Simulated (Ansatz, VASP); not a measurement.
In2O3 in VASP and in Ansatz

File INCAR:

```
ALGO     = Normal         # electronic algorithm
EDIFF    = 1E-6           # SCF threshold, eV
ENCUT    = 520            # plane-wave cutoff, eV
GGA      = PE             # functional
ISIF     = 2              # what is computed and relaxed
ISMEAR   = 0              # smearing method
LASPH    = T              # aspherical terms in the spheres
LCHARG   = T              # write CHGCAR
LELF     = T              # ELF
LREAL    = F              # projectors in reciprocal space
LVHAR    = T            
LWAVE    = F              # write WAVECAR
NBANDS   = 55             # bands
NELM     = 100            # most SCF steps
PREC     = Accurate       # precision mode
SIGMA    = 0.01           # smearing width, eV
```

KPOINTS

```
k-points
0
Gamma
  4 4 4
```

The input POSCAR:

```
In2O3
1.0
    2.7878240994      1.6095509942      4.9187383484
   -2.7878240994      1.6095509942      4.9187383484
    0.0000000000     -3.2191019885      4.9187383484
In O
4 6
Direct
    0.8572457911      0.8572457911      0.8572457911
    0.3572457911      0.3572457911      0.3572457911
    0.1427542089      0.1427542089      0.1427542089
    0.6427542089      0.6427542089      0.6427542089
    0.4535242898      0.0464757102      0.7500000000
    0.0464757102      0.7500000000      0.4535242898
    0.5464757102      0.9535242898      0.2500000000
    0.2500000000      0.5464757102      0.9535242898
    0.9535242898      0.2500000000      0.5464757102
    0.7500000000      0.4535242898      0.0464757102
```

Input for Ansatz:

```yaml
crystal:
  lattice:
    - [2.7878240994, 1.6095509942, 4.9187383484]
    - [-2.7878240994, 1.6095509942, 4.9187383484]
    - [0.0, -3.2191019885, 4.9187383484]
  atoms:
    - { symbol: In, position: [0.8572457911, 0.8572457911, 0.8572457911] }
    - { symbol: In, position: [0.3572457911, 0.3572457911, 0.3572457911] }
    - { symbol: In, position: [0.1427542089, 0.1427542089, 0.1427542089] }
    - { symbol: In, position: [0.6427542089, 0.6427542089, 0.6427542089] }
    - { symbol: O, position: [0.4535242898, 0.0464757102, 0.75] }
    - { symbol: O, position: [0.0464757102, 0.75, 0.4535242898] }
    - { symbol: O, position: [0.5464757102, 0.9535242898, 0.25] }
    - { symbol: O, position: [0.25, 0.5464757102, 0.9535242898] }
    - { symbol: O, position: [0.9535242898, 0.25, 0.5464757102] }
    - { symbol: O, position: [0.75, 0.4535242898, 0.0464757102] }
kpoints:
  mp_grid: { grid: [4, 4, 4] }
hamiltonian:
  xc: pbe
scf:
  occupations: { method: fixed }
  n_extra_bands: 6
output:
  forces: true
  stress: true
  eigenvalues: true
```

Alike in both runs: task single point; functional PBE; k mesh 4 × 4 × 4; no spin polarisation.

|  | VASP | Ansatz |
| --- | --- | --- |
| version | VASP 6.6.1 | Ansatz 0.2.0 |
| potentials or method | VASP PAW PBE potentials, release 64 (In_d, O) | plane waves, PAW |
| plane-wave cutoff (eV) | 520 | 420 |
| occupations | gaussian, width 0.01 eV | fixed |
| valence electrons in the cell | 88 | 88 |

VASP gave:

| Property | Result |
| --- | --- |
| gap on the k mesh at the Fermi level (eV) | 0.97 |
| pressure (GPa) | 0.4 |
| traceless stress, the component that is largest in VASP (GPa) | -0.11 |
| rms of the force components (eV/Å) | 0.007 |

Question: Estimate Ansatz's values.

Answer: gap on the k mesh at the Fermi level (eV): 0.97; pressure (GPa): 0.0; traceless stress, the component that is largest in VASP (GPa): 0.00; rms of the force components (eV/Å): 0.002.

Atom by atom the forces differ by 0.006 eV/Å (rms over components).
